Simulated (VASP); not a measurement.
Hf5C3:

```
Hf C
1.0
     4.48461    0.00000    0.00000
    -2.24230    3.88379    0.00000
     0.00000    0.00000    7.60860
Hf C
5 3
Direct
  0.33333 0.66667 0.73321
  0.66667 0.33333 0.73321
  0.66667 0.33333 0.26679
  0.33333 0.66667 0.26679
  0.00000 0.00000 0.00000
  0.33333 0.66667 0.00000
  0.66667 0.33333 0.00000
  0.00000 0.00000 0.50000
```

The cell was built from a structure type or drawn by symmetry, and may not be a known phase.

| Quantity | Value |
| --- | --- |
| Program | VASP 6.6.1 |
| Task | relaxation of cell and atoms |
| Functional | PBE |
| Potentials or basis | VASP PAW PBE potentials, release 64 (Hf_pv, C) |
| Cutoff | 600 eV |
| k mesh | 4 × 4 × 2 |
| Occupations | gaussian, width 0.2 eV |
| Spin | no spin polarisation |

At the start: pressure 8.4 GPa; volume 16.57 Å³/atom.

Task: Where does the relaxation end?

Result: Over 8 steps the energy falls by 187.4 meV/atom and the volume is 16.78 Å³/atom (+1.3 %); space group P6/mmm (No. 191, to 0.1 Å) before and after.

Step by step:
```csv
step,energy change (eV),largest force (eV/Å),pressure (GPa),volume (Å³)
1,0.0000,2.2030,8.44,132.52
2,-0.6739,0.1566,-8.63,149.81
3,-0.7495,0.3559,-5.30,145.08
4,-1.2823,1.2151,-1.07,140.37
5,-1.2824,1.2364,-0.95,140.25
6,-1.4613,0.1932,-1.31,136.03
7,-1.4659,0.0320,-1.34,136.59
8,-1.4990,0.0115,-0.18,134.22
```

Final structure:
```cif
data_structure
_symmetry_space_group_name_H-M 'P 1'
_symmetry_Int_Tables_number 1
_cell_length_a 4.7044
_cell_length_b 4.7044
_cell_length_c 7.0030
_cell_angle_alpha 90.000
_cell_angle_beta 90.000
_cell_angle_gamma 120.000
_cell_volume 134.22
loop_
_atom_site_label
_atom_site_type_symbol
_atom_site_fract_x
_atom_site_fract_y
_atom_site_fract_z
_atom_site_occupancy
Hf1 Hf 0.33333 0.66667 0.70464 1
Hf2 Hf 0.66667 0.33333 0.70464 1
Hf3 Hf 0.66667 0.33333 0.29536 1
Hf4 Hf 0.33333 0.66667 0.29536 1
Hf5 Hf 0.00000 0.00000 0.00000 1
C1 C 0.33333 0.66667 0.00000 1
C2 C 0.66667 0.33333 0.00000 1
C3 C 0.00000 0.00000 0.50000 1
```

Caveat: the k points lie up to 0.45 Å⁻¹ apart in the final cell.
